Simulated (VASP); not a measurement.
# ZrTi2C3 (I4/mmm) in VASP: single point with PBE

Aim: the single point of ZrTi2C3 with PBE.

All numbers are computed with VASP 6.6.1; they aren't measurements. Logs are shortened: lines on timing, memory, paths and dates and some standing lists are left out, and cuts for length are marked.

## (1) The cell of the first run

Symmetry: I4/mmm, No. 139, tetragonal system. Conventional cell: a = 3.176 Å, b = 3.176 Å, c = 13.373 Å, α = 90.00°, β = 90.00°, γ = 90.00°. Zr (site symmetry 4/mmm) has 6 C at 2.25 to 2.30 Å within 3.0 Å. Ti (site symmetry 4mm) has 6 C at 2.11 to 2.28 Å within 2.8 Å. C (site symmetry 4mm) has 5 Ti at 2.11 to 2.25 Å and 1 Zr at 2.30 Å within 2.8 Å. C (site symmetry 4/mmm) has 4 Zr at 2.25 Å and 2 Ti at 2.28 Å within 3.0 Å.

## (2) Single point, PBE

The input, INCAR:

```
PREC = Accurate ; ENCUT = 520
EDIFF = 1E-6 ; ISMEAR = 0
SIGMA = 0.1 ; LREAL = False
LASPH = True ; NELM = 80
ALGO = Normal ; ISIF = 2
LWAVE = False ; LCHARG = False
GGA = PE ; NBANDS = 33
```

The input, KPOINTS:

```
regular mesh
0
Gamma
  16 16 16
```

The input, POSCAR:

```
ZrTi2C3
1.0
   -1.5878025781      1.5878025781      6.6866071438
    1.5878025781     -1.5878025781      6.6866071438
    1.5878025781      1.5878025781     -6.6866071438
Zr Ti C
1 2 3
Direct
    0.0000000000      0.0000000000      0.0000000000
    0.6704570939      0.6704570939      0.0000000000
    0.3295429061      0.3295429061      0.0000000000
    0.8279127340      0.8279127340      0.0000000000
    0.5000000000      0.5000000000      0.0000000000
    0.1720872660      0.1720872660      0.0000000000
```

Potentials or basis: VASP PAW PBE potentials, release 64 (Zr_sv, Ti_sv, C).

Command:

```sh
> cat potpaw_PBE.64/Zr_sv/POTCAR potpaw_PBE.64/Ti_sv/POTCAR potpaw_PBE.64/C/POTCAR > POTCAR
> mpirun -np 1 vasp_std > vasp.out
```

OUTCAR:

```text
PREC = Accurate
   ENCUT = 520
   EDIFF = 1E-6
   ISMEAR = 0
   LREAL = False
   LASPH = True
   NELM = 80
   ISIF = 2
   GGA = PE

 ion  position               nearest neighbor table
   1  0.000  0.000  0.000-   5 2.25   5 2.25   5 2.25   5 2.25   6 2.30   4 2.30   2 3.20   2 3.20
                             3 3.20   3 3.20   3 3.20   2 3.20   3 3.20   2 3.20
   2  0.670  0.670  0.000-   4 2.11   6 2.25   6 2.25   6 2.25   6 2.25   5 2.28   1 3.20   1 3.20
                             1 3.20   1 3.20
   3  0.330  0.330  0.000-   6 2.11   4 2.25   4 2.25   4 2.25   4 2.25   5 2.28   1 3.20   1 3.20
                             1 3.20   1 3.20
   4  0.828  0.828  0.000-   2 2.11   3 2.25   3 2.25   3 2.25   3 2.25   1 2.30
   5  0.500  0.500  0.000-   1 2.25   1 2.25   1 2.25   1 2.25   3 2.28   2 2.28
   6  0.172  0.172  0.000-   3 2.11   2 2.25   2 2.25   2 2.25   2 2.25   1 2.30

  LATTYP: Found a body centered tetragonal cell.
 ALAT       =     3.1756051562
 C/A-ratio  =     4.2112333334

  Lattice vectors:

 A1 = (  -1.5878025781,   1.5878025781,   6.6866071438)
 A2 = (   1.5878025781,  -1.5878025781,   6.6866071438)
 A3 = (   1.5878025781,   1.5878025781,  -6.6866071438)

Analysis of symmetry for initial positions (statically):
=====================================================================
 Subroutine PRICEL returns:
 Original cell was already a primitive cell.

 Routine SETGRP: Setting up the symmetry group for a
 body centered tetragonal supercell.

 Subroutine GETGRP returns: Found 16 space group operations
 (whereof 16 operations were pure point group operations)
 out of a pool of 16 trial point group operations.

The static configuration has the point symmetry D_4h.

Analysis of symmetry for dynamics (positions and initial velocities):
=====================================================================
 Subroutine PRICEL returns:
 Original cell was already a primitive cell.

 Routine SETGRP: Setting up the symmetry group for a
 body centered tetragonal supercell.

 Subroutine GETGRP returns: Found 16 space group operations
 (whereof 16 operations were pure point group operations)
 out of a pool of 16 trial point group operations.

The dynamic configuration has the point symmetry D_4h.

 Subroutine INISYM returns: Found 16 space group operations
 (whereof 16 operations are pure point group operations),
 and found     1 'primitive' translations

----------------------------------------------------------------------------------------

                                     Primitive cell

  volume of cell :      67.4309

  direct lattice vectors                    reciprocal lattice vectors
    -1.587802578  1.587802578  6.686607144     0.000000000  0.314900610  0.074776339
     1.587802578 -1.587802578  6.686607144     0.314900610  0.000000000  0.074776339
     1.587802578  1.587802578 -6.686607144     0.314900610  0.314900610  0.000000000

  length of vectors
     7.053577046  7.053577046  7.053577046     0.323657064  0.323657064  0.445336713

  position of ions in fractional coordinates (direct lattice)
     0.000000000  0.000000000  0.000000000
     0.670457094  0.670457094  0.000000000
     0.329542906  0.329542906  0.000000000
     0.827912734  0.827912734  0.000000000
     0.500000000  0.500000000  0.000000000
     0.172087266  0.172087266  0.000000000

  ion indices of the primitive-cell ions
   primitive index   ion index
                 1           1
                 2           2
                 3           3
                 4           4
                 5           5
                 6           6

----------------------------------------------------------------------------------------

 KPOINTS: regular mesh

Automatic generation of k-mesh.
 Grid dimensions read from file:
 generate k-points for:   16   16   16

 Generating k-lattice:

  Cartesian coordinates                     Fractional coordinates (reciprocal lattice)
     0.000000000  0.019681288  0.004673521     0.062500000 -0.000000000  0.000000000
     0.019681288  0.000000000  0.004673521    -0.000000000  0.062500000  0.000000000
     0.019681288  0.019681288  0.000000000     0.000000000  0.000000000  0.062500000

  Length of vectors
     0.020228566  0.020228566  0.027833545

  Shift w.r.t. Gamma in fractional coordinates (k-lattice)
     0.000000000  0.000000000  0.000000000

 Subroutine IBZKPT returns following result:
 ===========================================

 Found    349 irreducible k-points:

 Following reciprocal coordinates:
            Coordinates               Weight
  0.000000  0.000000  0.000000      1.000000
  0.062500  0.000000  0.000000      8.000000
  0.125000  0.000000  0.000000      8.000000
  0.187500  0.000000 -0.000000      8.000000
  0.250000  0.000000  0.000000      8.000000
  0.312500  0.000000  0.000000      8.000000
[... 16 lines left out ...]
 -0.125000  0.062500  0.000000     16.000000
 -0.062500  0.062500  0.000000      4.000000
 [... further k-points ...]
   k-points           NKPTS =    349   k-points in BZ     NKDIM =    349   number of bands    NBANDS=     33
   number of dos      NEDOS =    301   number of ions     NIONS =      6
   total plane-waves  NPLWV = 157464
   dimension x,y,z NGX =    54 NGY =   54 NGZ =   54
   dimension x,y,z NGXF=   108 NGYF=  108 NGZF=  108
   ions per type =               1   2   3
   NGX,Y,Z   is equivalent  to a cutoff of  12.73, 12.73, 12.73 a.u.
   NGXF,Y,Z  is equivalent  to a cutoff of  25.45, 25.45, 25.45 a.u.
 SYSTEM =  unknown system
   PREC   = accura    normal or accurate (medium, high low for compatibility)
   ISTART =      0    job   : 0-new  1-cont  2-samecut
   ICHARG =      2    charge: 1-file 2-atom 10-const
   ISPIN  =      1    spin polarized calculation?
   LNONCOLLINEAR =      F non collinear calculations
   LSORBIT =      F    spin-orbit coupling
   LASPH  =      T    aspherical Exc in radial PAW
   ENCUT  =  520.0 eV  38.22 Ry    6.18 a.u.  13.11 13.11 13.11*2*pi/ulx,y,z
   NELM   =     80;   NELMIN=  2; NELMDL= -5     # of ELM steps
   EDIFF  = 0.1E-05   stopping-criterion for ELM
   LREAL  =      F    real-space projection
   EDIFFG = 0.1E-04   stopping-criterion for IOM
   NSW    =      0    number of steps for IOM
   IBRION =     -1    ionic relax: 0-MD 1-quasi-New 2-CG
   NFREE  =      0    steps in history (QN), initial steepest desc. (CG)
   ISIF   =      2    stress and relaxation
   ISYM   =      2    0-nonsym 1-usesym 2-fastsym
   POTIM  = 0.5000    time-step for ionic-motion
   TEBEG  =    0.0;   TEEND  =   0.0 temperature during run
   PSTRESS=    0.0 pullay stress
   NELECT =      48.0000    total number of electrons
   NUPDOWN=      -1.0000    fix difference up-down
   EMIN   =  10.00;   EMAX   =-10.00  energy-range for DOS
   EFERMI =   0.00;   METHOD = LEGACY
   ISMEAR =     0;   SIGMA  =   0.10  broadening in eV -4-tet -1-fermi 0-gaus
   EFERMI_NEDOS =   21; number of points for ismear=-14 and -15
   IALGO  =     38    algorithm
   IMIX   =      4    mixing-type and parameters
     AMIX     =   0.40;   BMIX     =  1.00
     AMIX_MAG =   1.60;   BMIX_MAG =  1.00
  volume/ion in A,a.u.               =      11.24        75.84
  Fermi-wavevector in a.u.,A,eV,Ry     =   1.461736  2.762281 29.071194  2.136672
  Thomas-Fermi vector in A             =   2.578032
   LORBIT       =      0    0 simple, 1 ext, 2 COOP (PROOUT), +10 PAW based schemes
   GGA     = PE    functional components
   LHFCALC =     F    Hartree Fock is set to
   AEXX    =    0.0000 exact exchange contribution
   IVDW    =     0    specifies the selected vdW correction
   LEPSILON=     F    determine dielectric tensor
   LRPA    =     F    only Hartree local field effects (RPA)
 non-spin polarized calculation
 Gauss-broadening in eV      SIGMA  =   0.10
  energy-cutoff  :      520.00
  volume of cell :       67.43
 maximum number of plane-waves:      1840
 NGX is ok and might be reduce to    54
   NGX = 27   NGY = 27   NGZ = 27

 number of electron      47.9999999 magnetization

 Free energy of the ion-electron system (eV)
  ---------------------------------------------------
  ext. energy  EPLUGINS =         0.00000000
  ---------------------------------------------------
  free energy    TOTEN  =       -56.41826425 eV

  energy without entropy =      -56.41360713  energy(sigma->0) =      -56.41593569

 E-fermi :   9.3302     XC(G=0): -12.4108

 val. band max:        9.3278367949   @ k =  -0.1250   0.1250   0.0000
 cond. band min:       9.3382653422   @ k =   0.0625   0.0625   0.0000
 fundamental gap:      0.0104285473
 Fermi energy:         9.3301590292

 k-point     1 :       0.0000    0.0000    0.0000
  band No.  band energies     occupation
      1     -47.4466      2.00000
      2     -47.4044      2.00000
      3     -38.3387      2.00000
      4     -23.7554      2.00000
      5     -23.6509      2.00000
      6     -23.6509      2.00000
[... 25 lines left out ...]
     32      11.5264      0.00000
     33      12.8945      0.00000

 k-point     2 :       0.0625    0.0000    0.0000
  band No.  band energies     occupation
      1     -47.4456      2.00000
      2     -47.4043      2.00000
      3     -38.3364      2.00000
      4     -23.7551      2.00000
      5     -23.6614      2.00000
      6     -23.6492      2.00000
[... 25 lines left out ...]
     32      11.7395      0.00000
     33      12.8395      0.00000

 k-point     3 :       0.1250    0.0000    0.0000
  band No.  band energies     occupation
      1     -47.4428      2.00000
      2     -47.4038      2.00000
      3     -38.3297      2.00000
      4     -23.7551      2.00000
      5     -23.6874      2.00000
      6     -23.6444      2.00000
[... 25 lines left out ...]
     32      12.2718      0.00000
     33      12.8456      0.00000

 k-point     4 :       0.1875    0.0000   -0.0000
  band No.  band energies     occupation
      1     -47.4384      2.00000
      2     -47.4033      2.00000
      3     -38.3197      2.00000
      4     -23.7581      2.00000
      5     -23.7213      2.00000
      6     -23.6370      2.00000
[... 673 lines left out ...]
     32      12.8425      0.00000
     33      12.8659      0.00000

 k-point    23 :      -0.1250    0.0625    0.0000
  band No.  band energies     occupation
      1     -47.4419      2.00000
      2     -47.4036      2.00000
      3     -38.3274      2.00000
      4     -23.7545      2.00000
      5     -23.6858      2.00000
      6     -23.6542      2.00000
[... 25 lines left out ...]
     32      12.3504      0.00000
     33      12.8777      0.00000

 k-point    24 :      -0.0625    0.0625    0.0000
  band No.  band energies     occupation
      1     -47.4447      2.00000
      2     -47.4041      2.00000
      3     -38.3340      2.00000
      4     -23.7547      2.00000
      5     -23.6618      2.00000
      6     -23.6574      2.00000
[... 25 lines left out ...]
     32      11.9942      0.00000
     33      12.8525      0.00000

 [... further k-points ...]
[... 5 lines left out ...]
  --------------------------------------------------------------------------------------
  -------------------------------------------------------------------------------------
  Total        0.1128436      0.1128436      0.1292123      0.0000000     -0.0000000     -0.0000000
  in kB        2.6811970      2.6811970      3.0701212      0.0000000     -0.0000000     -0.0000000
  external PRESSURE =       2.8108384 kB  Pullay stress =       0.0000000 kB

 VOLUME and BASIS-vectors are now :
 -----------------------------------------------------------------------------
  energy-cutoff  :      520.00
  volume of cell :       67.43
      direct lattice vectors                 reciprocal lattice vectors
    -1.587802578  1.587802578  6.686607144     0.000000000  0.314900610  0.074776339
     1.587802578 -1.587802578  6.686607144     0.314900610  0.000000000  0.074776339
     1.587802578  1.587802578 -6.686607144     0.314900610  0.314900610  0.000000000

 POSITION                                       TOTAL-FORCE (eV/Angst)
 -----------------------------------------------------------------------------------
      0.00000      0.00000      0.00000        -0.000000     -0.000000     -0.000000
      0.00000      0.00000      8.96617         0.000000      0.000000     -0.005287
      0.00000      0.00000      4.40705        -0.000000     -0.000000      0.005287
      0.00000      0.00000     11.07185         0.000000     -0.000000      0.002397
      0.00000      0.00000      6.68661        -0.000000     -0.000000     -0.000000
      0.00000      0.00000      2.30136        -0.000000      0.000000     -0.002397
 -----------------------------------------------------------------------------------
    total drift:                                0.000000     -0.000000      0.000000

  FREE ENERGIE OF THE ION-ELECTRON SYSTEM (eV)
  ---------------------------------------------------
  free  energy   TOTEN  =       -56.4182642497 eV

  energy  without entropy=      -56.4136071312  energy(sigma->0) =      -56.41593569
```

It took 76 min on 1 thread of Oxide Virtual Turin-like, shared host; peak memory 0.89 GiB.

Results:

```
Free energy            : -56.4183 eV
Pressure               : 0.3 GPa
Largest force          : 0.005 eV/Å
Band gap on the k mesh : zero (band 24 reaches 10.13 eV, above the bottom of band 25 at 8.99 eV)
```

Forces in eV/Å, atoms in the order of the input:
```
Zr   0.000  0.000  0.000
Ti   0.000  0.000 -0.005
Ti   0.000  0.000  0.005
C    0.000  0.000  0.002
C    0.000  0.000  0.000
C    0.000  0.000 -0.002
```
